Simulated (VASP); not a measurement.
OsRu, 2 atoms in the cell. Symmetry: P-6m2, No. 187, hexagonal system. Conventional cell: a = 2.713 Å, b = 2.713 Å, c = 4.273 Å, α = 90.00°, β = 90.00°, γ = 120.00°. Within 3.5 Å of Ru (site symmetry -6m2) lie 6 Os at 2.65 Å and 6 Ru at 2.71 Å. Within 3.5 Å of Os (site symmetry -6m2) lie 6 Ru at 2.65 Å and 6 Os at 2.71 Å. 

| Quantity | Value |
| --- | --- |
| Program | VASP 6.6.1 |
| Task | single point |
| Functional | PBEsol |
| Potentials or basis | VASP PAW PBE potentials, release 64 (Ru_pv, Os) |
| Cutoff | 520 eV |
| k mesh | 10 × 10 × 6 |
| Occupations | fermi-dirac, width 0.1 eV |
| Spin | no spin polarisation |
| Dipole correction | no |
| Further INCAR settings | ALGO = Normal; EDIFF = 1e-07; NBANDS = 18 |

Potentials or basis: VASP PAW PBE potentials, release 64 (Ru_pv, Os).

Launch:

```sh
$ cat potpaw_PBE.64/Ru_pv/POTCAR potpaw_PBE.64/Os/POTCAR > POTCAR
$ mpirun -np 1 vasp_std > vasp.out
```

Hardware: 1 thread of AMD EPYC 7R43 64-Core Processor (Zen 3) (shared host).

Problem. Estimate the wall time of this run.

Solution. Wall time 43 s on 1 thread of AMD EPYC 7R43 64-Core Processor (Zen 3), with other jobs on the host, peak memory 0.12 GiB. Counts: scf iterations 15, k points 56.
